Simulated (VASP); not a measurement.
Here is a VASP 6.6.1 calculation.

File INCAR:

```
  PREC = Accurate
  ENCUT = 520
  EDIFF = 1E-6
  ISMEAR = -1
  SIGMA = 0.05
  LREAL = Auto
  LASPH = True
  NELM = 150
  ALGO = Normal
  ISIF = 2
  LWAVE = False
  LCHARG = False
  LMAXMIX = 4
  LDAU = True
  LDAUTYPE = 2
  LDAUL = 2 -1 2 -1
  LDAUU = 3 0 3 0
  LDAUJ = 0 0 0 0
  LDAUPRINT = 1
  GGA = PE
  NBANDS = 84
  KPAR = 2
```

The input KPOINTS:

```
Automatic mesh
0
Gamma
  4 4 3
```

File POSCAR:

```
Ta3AsAu2O13
1.0
    5.7238500000     -0.0074500000     -0.0040300000
    1.3027900000      6.2549900000      0.0056100000
    0.2757400000      1.3007400000      8.3675400000
Ta As Au O
3 1 2 13
Direct
    0.2171300000      0.3052100000      0.5843100000
    0.0332500000      0.1112300000      0.9985500000
    0.5824800000      0.6214500000      0.5048200000
    0.5870700000      0.8969100000      0.8304900000
    0.5800400000      0.0922800000      0.1861300000
    0.0448500000      0.8207700000      0.4468200000
    0.6620100000      0.6972600000      0.7108800000
    0.5163200000      0.1341800000      0.6962500000
    0.8509800000      0.8877300000      0.9193200000
    0.3446600000      0.8700300000      0.9465100000
    0.7301500000      0.2924000000      0.0309500000
    0.2462200000      0.2180900000      0.1107500000
    0.1290000000      0.0939800000      0.4910400000
    0.4803200000      0.3888700000      0.4349900000
    0.0596600000      0.2668500000      0.7859400000
    0.9333000000      0.5324000000      0.4564500000
    0.4997500000      0.8516100000      0.3497100000
    0.2525600000      0.6298800000      0.6247300000
    0.9187800000      0.9517500000      0.2263600000
```

Potentials or basis: VASP PAW PBE potentials, release 64 (Ta_pv, As, Au, O).

Launch:

```bash
$ cat potpaw_PBE.64/Ta_pv/POTCAR potpaw_PBE.64/As/POTCAR potpaw_PBE.64/Au/POTCAR potpaw_PBE.64/O/POTCAR > POTCAR
$ mpirun -np 2 vasp_std > vasp.out
```

Problem. Estimate the largest force.

Solution. 0.944 eV/Å.

Problem. What does it give for the band gap on the k mesh?

Solution. 1.40 eV (least direct gap 1.41 eV).

Problem. What does it give for the pressure?

Solution. 2.6 GPa.

Stress tensor (GPa, compression positive):
```
2.81 0.39 0.10
0.39 2.39 0.18
0.10 0.18 2.49
```

Caveat: spin-orbit coupling is left out, which moves the levels of the heavy elements. A k mesh can miss the band edges.
